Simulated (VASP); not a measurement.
A run of VASP 6.6.1 is set up as follows.

INCAR

```
SYSTEM = Al3GaN4
  PREC = Accurate
  ENCUT = 520
  EDIFF = 1E-6
  ISMEAR = 0
  SIGMA = 0.05
  LREAL = .FALSE.
  LASPH = .TRUE.
  NELM = 80
  ALGO = Normal
  ISIF = 2
  LWAVE = .FALSE.
  LCHARG = .TRUE.
  GGA = PS
  LELF = .TRUE.
  LVHAR = .TRUE.
  NBANDS = 31
```

The input KPOINTS:

```
regular mesh
0
G
  6 6 6
  0 0 0
```

POSCAR

```
Al3GaN4
1.0
    4.3273184135      0.0000000000      0.0000000000
    0.0000000000      4.3273184135      0.0000000000
    0.0000000000      0.0000000000      4.3273184135
Al Ga N
3 1 4
Direct
    0.5000000000      0.5000000000      0.0000000000
    0.5000000000      0.0000000000      0.5000000000
    0.0000000000      0.5000000000      0.5000000000
    0.0000000000      0.0000000000      0.0000000000
    0.7447140287      0.7447140287      0.2552859713
    0.7447140287      0.2552859713      0.7447140287
    0.2552859713      0.7447140287      0.7447140287
    0.2552859713      0.2552859713      0.2552859713
```

Potentials or basis: VASP PAW PBE potentials, release 64 (Al, Ga_d, N).

Run with:

```sh
$ cat potpaw_PBE.64/Al/POTCAR potpaw_PBE.64/Ga_d/POTCAR potpaw_PBE.64/N/POTCAR > POTCAR
$ mpirun -np 1 vasp_std > vasp.out
```

Q: Predict the band gap on the k mesh.

A: 3.35 eV (least direct gap 3.36 eV).

Q: What does it give for the pressure?

A: 12.1 GPa.

Caveat: the cell stands under pressure; the PAW data sets were made with another functional, which shifts forces and pressure a little. A k mesh can miss the band edges.
